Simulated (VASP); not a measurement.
A run of VASP 6.6.1 is set up as follows.

Contents of INCAR:

```
SYSTEM = TiSi
PREC = Accurate ; ENCUT = 520
EDIFF = 1E-6 ; ISMEAR = 0
SIGMA = 0.15 ; LREAL = .FALSE.
LASPH = .TRUE. ; NELM = 80
ALGO = Normal ; ISIF = 2
LWAVE = .FALSE. ; LCHARG = .TRUE.
GGA = PS ; LELF = .TRUE.
LVHAR = .TRUE. ; NBANDS = 15
```

Contents of KPOINTS:

```
regular mesh
0
G
  20 20 14
  0 0 0
```

File POSCAR:

```
TiSi
1.0
    1.8161780000     -2.1176240000      0.0000000000
    1.8161780000      2.1176240000      0.0000000000
    0.0000000000      0.0000000000      3.8039340000
Ti Si
1 1
Direct
    0.5000000000      0.5000000000      0.0000000000
    0.0000000000      0.0000000000      0.5000000000
```

Potentials or basis: VASP PAW PBE potentials, release 64 (Ti_sv, Si).

Launch:

```console
$ cat potpaw_PBE.64/Ti_sv/POTCAR potpaw_PBE.64/Si/POTCAR > POTCAR
$ mpirun -np 1 vasp_std > vasp.out
```

Task: What does it give for the band gap on the k mesh?

Result: Zero (bands 8 and 9 overlap by 1.75 eV).

Task: Estimate the pressure.

Result: -4.3 GPa.

Stress tensor (GPa, compression positive):
```
-4.14  0.00  0.00
 0.00 -4.73  0.00
 0.00  0.00 -3.95
```

Caveat: the cell stands under tension; the PAW data sets were made with another functional, which shifts forces and pressure a little.
